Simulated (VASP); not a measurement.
A run of VASP 6.6.1 is set up as follows.

File POSCAR:

```
Pt
1.0
    1.5205030000      2.6335880000      0.0000000000
   -1.5205030000      2.6335880000      0.0000000000
    0.0000000000      0.0000000000      4.8244070000
Pt
2
Direct
    0.3333000000      0.3334000000      0.2500000000
    0.6666000000      0.6667000000      0.7500000000
```

Contents of INCAR.step1:

```
SYSTEM = Pt
PREC = Accurate ; ENCUT = 520
ISMEAR = 1 ; SIGMA = 0.0816
LREAL = .FALSE. ; LASPH = .TRUE.
NELM = 60 ; NBANDS = 17
GGA = PE ; ALGO = Normal
EDIFF = 1E-4 ; LWAVE = .TRUE.
LCHARG = .FALSE.
```

The input INCAR.step2:

```
SYSTEM = Pt
PREC = Accurate ; ENCUT = 520
EDIFF = 1E-6 ; ISMEAR = 1
SIGMA = 0.0816 ; LREAL = .FALSE.
LASPH = .TRUE. ; NELM = 60
ALGO = Normal ; ISIF = 2
LWAVE = .FALSE. ; LCHARG = .TRUE.
METAGGA = R2SCAN ; LMIXTAU = .TRUE.
LELF = .TRUE. ; LVHAR = .TRUE.
NBANDS = 17 ; ISTART = 1
```

File KPOINTS:

```
Automatic mesh
0
G
  13 13 7
  0 0 0
```

Potentials or basis: VASP PAW PBE potentials, release 64 (Pt).

Run with:

```bash
$ cat potpaw_PBE.64/Pt/POTCAR > POTCAR
$ cp INCAR.step1 INCAR
$ mpirun -np 1 vasp_std > vasp.out
$ cp INCAR.step2 INCAR
$ mpirun -np 1 vasp_std > vasp.out
```

Estimate the pressure.

-31.9 GPa.

Estimate the band gap on the k mesh.

zero (bands 10 and 11 overlap by 0.67 eV).

Stress tensor (GPa, compression positive):
```
-32.96   0.00   0.00
  0.00 -32.96   0.00
  0.00   0.00 -29.73
```

Caveat: the cell stands under tension; the PAW data sets were made with another functional, which shifts forces and pressure a little; spin-orbit coupling is left out, which moves the levels of the heavy elements.
